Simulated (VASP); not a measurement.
# Hf (P6_3/mmc) in VASP: further runs, part 2 of 2

VASP 6.6.1. Earlier steps stand in the parts before.

### Step 4. Single point, r2SCAN

The input, POSCAR:

```
Hf
1.0
    3.1967000000      0.0000000000      0.0000000000
   -1.5983500000      2.7684234083      0.0000000000
    0.0000000000      0.0000000000      5.0578000000
Hf
2
Direct
    0.6666666667      0.3333333333      0.7500000000
    0.3333333333      0.6666666667      0.2500000000
```

The input, INCAR.step1:

```
SYSTEM = Hf
ALGO     = Normal         ! electronic algorithm
EDIFF    = 1E-4           ! SCF threshold, eV
ENCUT    = 520            ! plane-wave cutoff, eV
GGA      = PE             ! functional
ISMEAR   = -1             ! smearing method
LASPH    = .TRUE.         ! aspherical terms in the spheres
LCHARG   = .FALSE.        ! write CHGCAR
LREAL    = .FALSE.        ! projectors in reciprocal space
LWAVE    = .TRUE.         ! write WAVECAR
NBANDS   = 17             ! bands
NELM     = 60             ! most SCF steps
PREC     = Accurate       ! precision mode
SIGMA    = 0.05           ! smearing width, eV
```

The input, INCAR.step2:

```
SYSTEM = Hf
ALGO     = Normal         ! electronic algorithm
EDIFF    = 1E-6           ! SCF threshold, eV
ENCUT    = 520            ! plane-wave cutoff, eV
ISIF     = 2              ! what is computed and relaxed
ISMEAR   = -1             ! smearing method
ISTART   = 1            
LASPH    = .TRUE.         ! aspherical terms in the spheres
LCHARG   = .FALSE.        ! write CHGCAR
LMIXTAU  = .TRUE.       
LREAL    = .FALSE.        ! projectors in reciprocal space
LWAVE    = .FALSE.        ! write WAVECAR
METAGGA  = R2SCAN         ! meta-GGA
NBANDS   = 17             ! bands
NELM     = 60             ! most SCF steps
PREC     = Accurate       ! precision mode
SIGMA    = 0.05           ! smearing width, eV
```

The input, KPOINTS:

```
k-points
0
G
  6 6 3
  0 0 0
```

Potentials or basis: VASP PAW PBE potentials, release 64 (Hf_pv).

Launch:

```
> cat potpaw_PBE.64/Hf_pv/POTCAR > POTCAR
> cp INCAR.step1 INCAR
> mpirun -np 1 vasp_std > vasp.out
> cp INCAR.step2 INCAR
> mpirun -np 1 vasp_std > vasp.out
```

OUTCAR:

```text
SYSTEM = Hf
   EDIFF = 1E-6
   ENCUT = 520
   ISIF = 2
   ISMEAR = -1
   ISTART = 1
   LASPH = .TRUE.
   LREAL = .FALSE.
   METAGGA = R2SCAN
   NELM = 60
   PREC = Accurate

 ion  position               nearest neighbor table
   1  0.667  0.333  0.750-   2 3.13   2 3.13   2 3.13   2 3.13   2 3.13   2 3.13
   2  0.333  0.667  0.250-   1 3.13   1 3.13   1 3.13   1 3.13   1 3.13   1 3.13

  LATTYP: Found a hexagonal cell.
 ALAT       =     3.1967000000
 C/A-ratio  =     1.5821941377

  Lattice vectors:

 A1 = (   3.1967000000,   0.0000000000,   0.0000000000)
 A2 = (  -1.5983500000,   2.7684234083,   0.0000000000)
 A3 = (   0.0000000000,   0.0000000000,   5.0578000000)

Analysis of symmetry for initial positions (statically):
=====================================================================
 Subroutine PRICEL returns:
 Original cell was already a primitive cell.

 Routine SETGRP: Setting up the symmetry group for a
 hexagonal supercell.

 Subroutine GETGRP returns: Found 24 space group operations
 (whereof 12 operations were pure point group operations)
 out of a pool of 24 trial point group operations.

The static configuration has the point symmetry D_3d.
[... 150 lines left out ...]
  energy without entropy =      -90.23921614  energy(sigma->0) =      -90.25054791

 E-fermi :   4.9694     XC(G=0): -12.1518

 val. band max:        4.8857566757   @ k =   0.1667  -0.0000   0.0000
 cond. band min:       5.0147988292   @ k =   0.3333   0.1667   0.3333
 fundamental gap:      0.1290421535
 Fermi energy:         4.9694264269

 k-point     1 :       0.0000    0.0000    0.0000
  band No.  band energies     occupation
      1     -27.4182      2.00000
      2     -26.6526      2.00000
      3     -26.6526      2.00000
      4     -26.5256      2.00000
      5     -26.5239      2.00000
      6     -26.5239      2.00000
[... 257 lines left out ...]
      4     -26.9173      2.00000
      5     -26.6996      2.00000
      6     -26.6996      2.00000
[... 9 lines left out ...]
     16      10.2790      0.00000
     17      12.4633      0.00000

------------------------ aborting loop because EDIFF is reached ----------------------------------------

  FORCE on cell =-STRESS in cart. coord.  units (eV):
  Direction    XX          YY          ZZ          XY          YZ          ZX
  --------------------------------------------------------------------------------------
  -------------------------------------------------------------------------------------
  Total       -0.0121879     -0.0121879     -0.1938858      0.0000000      0.0000000      0.0000000
  in kB       -0.4362592     -0.4362592     -6.9400188      0.0000000      0.0000000      0.0000000
  external PRESSURE =      -2.6041791 kB  Pullay stress =       0.0000000 kB

 VOLUME and BASIS-vectors are now :
 -----------------------------------------------------------------------------
  energy-cutoff  :      520.00
  volume of cell :       44.76
      direct lattice vectors                 reciprocal lattice vectors
     3.196700000  0.000000000  0.000000000     0.312822598  0.180608211  0.000000000
    -1.598350000  2.768423408  0.000000000     0.000000000  0.361216423  0.000000000
     0.000000000  0.000000000  5.057800000     0.000000000  0.000000000  0.197714421

 POSITION                                       TOTAL-FORCE (eV/Angst)
 -----------------------------------------------------------------------------------
      1.59835      0.92281      3.79335         0.000000      0.000000      0.000000
     -0.00000      1.84562      1.26445        -0.000000     -0.000000      0.000000
 -----------------------------------------------------------------------------------
    total drift:                               -0.000000      0.000000     -0.000000

  FREE ENERGIE OF THE ION-ELECTRON SYSTEM (eV)
  ---------------------------------------------------
  free  energy   TOTEN  =       -90.2618796743 eV

  energy  without entropy=      -90.2392161414  energy(sigma->0) =      -90.25054791
```

OUTCAR.step1:

```text
SYSTEM = Hf
   EDIFF = 1E-4
   ENCUT = 520
   GGA = PE
   ISMEAR = -1
   LASPH = .TRUE.
   LREAL = .FALSE.
[... 490 lines left out ...]
      1.59835      0.92281      3.79335         0.000000      0.000000      0.000000
     -0.00000      1.84562      1.26445        -0.000000     -0.000000      0.000000
 -----------------------------------------------------------------------------------
    total drift:                               -0.000000      0.000000     -0.000000

  FREE ENERGIE OF THE ION-ELECTRON SYSTEM (eV)
  ---------------------------------------------------
  free  energy   TOTEN  =       -19.8071121193 eV

  energy  without entropy=      -19.7833508546  energy(sigma->0) =      -19.79523149
```

Run time: 66 s. Hardware: 1 thread of AMD EPYC 7R13 (Zen 3), shared host; peak memory 0.13 GiB.

What came out:

```
Free energy            : -90.2619 eV
Pressure               : -0.3 GPa
Band gap on the k mesh : zero (band 10 reaches 6.16 eV, above the bottom of band 11 at 4.67 eV)
```

Stress tensor (GPa, compression positive):
```
-0.04  0.00  0.00
 0.00 -0.04  0.00
 0.00  0.00 -0.69
```

Caveat: the k points lie up to 0.41 Å⁻¹ apart; the PAW data sets were made with another functional, which shifts forces and pressure a little; spin-orbit coupling is left out, which moves the levels of the heavy elements.

### Step 5. Single point, PBE

The input, INCAR:

```
SYSTEM = Hf
PREC     = Accurate       ! precision mode
ENCUT    = 520            ! plane-wave cutoff, eV
EDIFF    = 1E-7           ! SCF threshold, eV
ISMEAR   = 0              ! smearing method
SIGMA    = 0.013000000000000001 ! smearing width, eV
LREAL    = .False.        ! projectors in reciprocal space
LASPH    = .True.         ! aspherical terms in the spheres
NELM     = 100            ! most SCF steps
ALGO     = Normal         ! electronic algorithm
ISIF     = 2              ! what is computed and relaxed
LWAVE    = .False.        ! write WAVECAR
LCHARG   = .False.        ! write CHGCAR
GGA      = PE             ! functional
NBANDS   = 17             ! bands
```

The input, KPOINTS:

```
Automatic mesh
0
Gamma
  10 10 5
  0 0 0
```

POSCAR is that of step 4.

Launch:

```
> cat potpaw_PBE.64/Hf_pv/POTCAR > POTCAR
> mpirun -np 1 vasp_std > vasp.out
```

Wall time 31 s (1 thread of AMD EPYC 7R43 (Zen 3), shared host); peak memory 0.13 GiB.

It converged, with:

```
Free energy            : -19.8495 eV
Pressure               : 0.2 GPa
Band gap on the k mesh : zero (band 10 reaches 6.10 eV, above the bottom of band 11 at 4.60 eV)
```

Stress tensor (GPa, compression positive):
```
0.29 0.00 0.00
0.00 0.29 0.00
0.00 0.00 0.01
```

Levels at points of the mesh, in eV from the Fermi level:
```
           k point  band 8  band 9  band 10  band 11  band 12  band 13
(0.00, 0.00, 0.00)   -3.69    0.66     1.20     1.20     1.48     2.02
(0.50, 0.00, 0.00)   -2.73   -2.21    -0.78     0.81     0.89     1.70
```

Caveat: spin-orbit coupling is left out, which moves the levels of the heavy elements.

### Step 6. Single point, revPBE+D4

This run uses another cell than the first one, of 22.54 Å³/atom, 1.007 times its volume.

The input, INCAR:

```
SYSTEM = Hf
PREC = Accurate
ENCUT = 520
EDIFF = 1E-7
ISMEAR = -1
SIGMA = 0.05
LREAL = .FALSE.
LASPH = .TRUE.
NELM = 80
ALGO = Normal
ISIF = 2
LWAVE = .FALSE.
LCHARG = .FALSE.
GGA = RE
IVDW = 13
NBANDS = 17
```

The input, KPOINTS:

```
regular mesh
0
G
  10 10 5
  0 0 0
```

The input, POSCAR:

```
Hf
1.0
    3.2071399730      0.0000000000      0.0000000000
   -1.6035699865      2.7774646901      0.0000000000
    0.0000000000      0.0000000000      5.0611525996
Hf
2
Direct
    0.6666666667      0.3333333333      0.7500000000
    0.3333333333      0.6666666667      0.2500000000
```

Potentials or basis: VASP PAW PBE potentials, release 64 (Hf_pv).

Launch:

```
> cat potpaw_PBE.64/Hf_pv/POTCAR > POTCAR
> mpirun -np 1 vasp_std > vasp.out
```

OUTCAR:

```text
SYSTEM = Hf
   PREC = Accurate
   ENCUT = 520
   EDIFF = 1E-7
   ISMEAR = -1
   LREAL = .FALSE.
   LASPH = .TRUE.
   NELM = 80
   ISIF = 2
   GGA = RE
   IVDW = 13

 ion  position               nearest neighbor table
   1  0.667  0.333  0.750-   2 3.14   2 3.14   2 3.14   2 3.14   2 3.14   2 3.14
   2  0.333  0.667  0.250-   1 3.14   1 3.14   1 3.14   1 3.14   1 3.14   1 3.14

  LATTYP: Found a hexagonal cell.
 ALAT       =     3.2071399730
 C/A-ratio  =     1.5780890894

  Lattice vectors:

 A1 = (   3.2071399730,   0.0000000000,   0.0000000000)
 A2 = (  -1.6035699865,   2.7774646901,   0.0000000000)
 A3 = (   0.0000000000,   0.0000000000,   5.0611525996)

Analysis of symmetry for initial positions (statically):
=====================================================================
 Subroutine PRICEL returns:
 Original cell was already a primitive cell.

 Routine SETGRP: Setting up the symmetry group for a
 hexagonal supercell.

 Subroutine GETGRP returns: Found 24 space group operations
 (whereof 12 operations were pure point group operations)
 out of a pool of 24 trial point group operations.

The static configuration has the point symmetry D_3d.
 The point group associated with its full space group is D_6h.

[... 164 lines left out ...]
 cond. band min:       4.9358913335   @ k =   0.1000   0.1000   0.4000
 fundamental gap:      0.0207345530
 Fermi energy:         4.9357833651

 k-point     1 :       0.0000    0.0000    0.0000
  band No.  band energies     occupation
      1     -26.1675      2.00000
      2     -25.4431      2.00000
      3     -25.4431      2.00000
      4     -25.3220      2.00000
      5     -25.3173      2.00000
      6     -25.3173      2.00000
[... 457 lines left out ...]
      4     -25.6055      2.00000
      5     -25.5133      2.00000
      6     -25.4431      2.00000
[... 9 lines left out ...]
     16      10.8390      0.00000
     17      11.6360      0.00000

 [... further k-points ...]

------------------------ aborting loop because EDIFF is reached ----------------------------------------

  DFT-D4 for vdW energy calculation

  Edisp (eV):   -0.53065

  FORCE on cell =-STRESS in cart. coord.  units (eV):
  Direction    XX          YY          ZZ          XY          YZ          ZX
  --------------------------------------------------------------------------------------
  -------------------------------------------------------------------------------------
  Total      -0.13050    -0.13050    -0.16474     0.00000     0.00000     0.00000
  in kB      -4.63762    -4.63762    -5.85457     0.00000     0.00000     0.00000
  external pressure =       -5.04 kB  Pullay stress =        0.00 kB

 VOLUME and BASIS-vectors are now :
 -----------------------------------------------------------------------------
  energy-cutoff  :      520.00
  volume of cell :       45.08
      direct lattice vectors                 reciprocal lattice vectors
     3.207139973  0.000000000  0.000000000     0.311804289  0.180020290  0.000000000
    -1.603569986  2.777464690  0.000000000     0.000000000  0.360040581  0.000000000
     0.000000000  0.000000000  5.061152600     0.000000000  0.000000000  0.197583452

 POSITION                                       TOTAL-FORCE (eV/Angst)
 -----------------------------------------------------------------------------------
      1.60357      0.92582      3.79586        -0.000000      0.000000      0.000000
     -0.00000      1.85164      1.26529         0.000000     -0.000000      0.000000
 -----------------------------------------------------------------------------------
    total drift:                               -0.000000      0.000000     -0.000000

  FREE ENERGIE OF THE ION-ELECTRON SYSTEM (eV)
  ---------------------------------------------------
  free  energy   TOTEN  =       -19.7064589821 eV

  energy  without entropy=      -19.6951918444  energy(sigma->0) =      -19.70082541
```

OSZICAR:

```text
N       E                     dE             d eps       ncg     rms          rms(c)
DAV:   1     0.519081740184E+02    0.51908E+02   -0.11328E+04  1428   0.112E+03
DAV:   2    -0.178941553989E+02   -0.69802E+02   -0.67964E+02  1834   0.249E+02
DAV:   3    -0.198357285062E+02   -0.19416E+01   -0.19265E+01  1904   0.276E+01
DAV:   4    -0.198527013866E+02   -0.16973E-01   -0.16960E-01  1745   0.298E+00
DAV:   5    -0.198528789142E+02   -0.17753E-03   -0.17750E-03  1922   0.276E-01    0.645E+01
DAV:   6    -0.193574195209E+02    0.49546E+00   -0.48026E-01  1706   0.452E+00    0.382E+01
DAV:   7    -0.191856356090E+02    0.17178E+00   -0.82457E-01  1751   0.568E+00    0.191E+00
DAV:   8    -0.191757186726E+02    0.99169E-02   -0.51521E-02  1680   0.147E+00    0.116E-01
DAV:   9    -0.191758203830E+02   -0.10171E-03   -0.10603E-03  1959   0.231E-01    0.181E-01
DAV:  10    -0.191758099257E+02    0.10457E-04   -0.90835E-05  1674   0.626E-02    0.299E-01
DAV:  11    -0.191758112218E+02   -0.12961E-05   -0.15365E-05  1698   0.266E-02    0.890E-03
DAV:  12    -0.191758114095E+02   -0.18767E-06   -0.65222E-07  1883   0.527E-03    0.425E-03
DAV:  13    -0.191758113672E+02    0.42304E-07   -0.11187E-08  1046   0.888E-04
   1 F= -.19706459E+02 E0= -.19700825E+02  d E =-.112671E-01
```

stdout:

```text
POSCAR found type information on POSCAR Hf
 POSCAR found :  1 types and       2 ions
 scaLAPACK will be used
 -----------------------------------------------------------------------------
|                                                                             |
|                                                                             |
|     You enforced a specific xc type in the INCAR file but a different       |
|     I HOPE YOU KNOW WHAT YOU ARE DOING!                                     |
|                                                                             |
 -----------------------------------------------------------------------------

 LDA part: xc-table for (Slater+PW92), standard interpolation
 POSCAR, INCAR and KPOINTS ok, starting setup
 FFT: planning ... GRIDC
 FFT: planning ... GRID_SOFT
 FFT: planning ... GRID
 WAVECAR not read
 entering main loop
```

Wall time 47 s (1 thread of AMD EPYC 7R43 (Zen 3), shared host); peak memory 0.14 GiB.

What came out:

```yaml
Free_energy: -19.7065 eV
Pressure: -0.5 GPa
Band_gap_on_the_k_mesh: zero (band 10 reaches 6.13 eV, above the bottom of band 11 at 4.63 eV)
Dispersion_energy_per_atom: -0.265 eV
```

Stress tensor (GPa, compression positive):
```
-0.46  0.00  0.00
 0.00 -0.46  0.00
 0.00  0.00 -0.59
```

Caveat: the PAW data sets were made with another functional, which shifts forces and pressure a little; spin-orbit coupling is left out, which moves the levels of the heavy elements; pairwise dispersion overbinds metals, which lowers pressure and volume.

### Step 7. Summary

| level | cell | k mesh | smearing | gap on the mesh (eV) | pressure (GPa) |
| --- | --- | --- | --- | --- | --- |
| revPBE | a = 3.197, b = 3.197, c = 5.058 Å, angles 90.0, 90.0, 120.0°, 2 atoms | 6 × 6 × 3 | fermi-dirac 0.05 eV | none | 3.0 |
| BLYP | a = 3.197, b = 3.197, c = 5.058 Å, angles 90.0, 90.0, 120.0°, 2 atoms | 6 × 6 × 3 | fermi-dirac 0.05 eV | none | 4.3 |
| r2SCAN | a = 3.197, b = 3.197, c = 5.058 Å, angles 90.0, 90.0, 120.0°, 2 atoms | 6 × 6 × 3 | fermi-dirac 0.05 eV | none | -0.3 |
| PBE | a = 3.197, b = 3.197, c = 5.058 Å, angles 90.0, 90.0, 120.0°, 2 atoms | 10 × 10 × 5 | gaussian 0.013 eV | none | 0.2 |
| revPBE+D4 | a = 3.207, b = 3.207, c = 5.061 Å, angles 90.0, 90.0, 120.0°, 2 atoms | 10 × 10 × 5 | fermi-dirac 0.05 eV | none | -0.5 |

Alike in all rows: task single point; potentials or basis VASP PAW PBE potentials, release 64 (Hf_pv); no spin polarisation; cutoff (eV) 520.

Caveats: some runs use coarse meshes; spin-orbit coupling is left out, which moves the levels of the heavy elements; the PAW data sets were made with another functional, which shifts forces and pressure a little (some runs); pairwise dispersion overbinds metals, which lowers pressure and volume (some runs).

Total energies depend on the potentials used, so only differences within one code and one set of settings carry meaning.
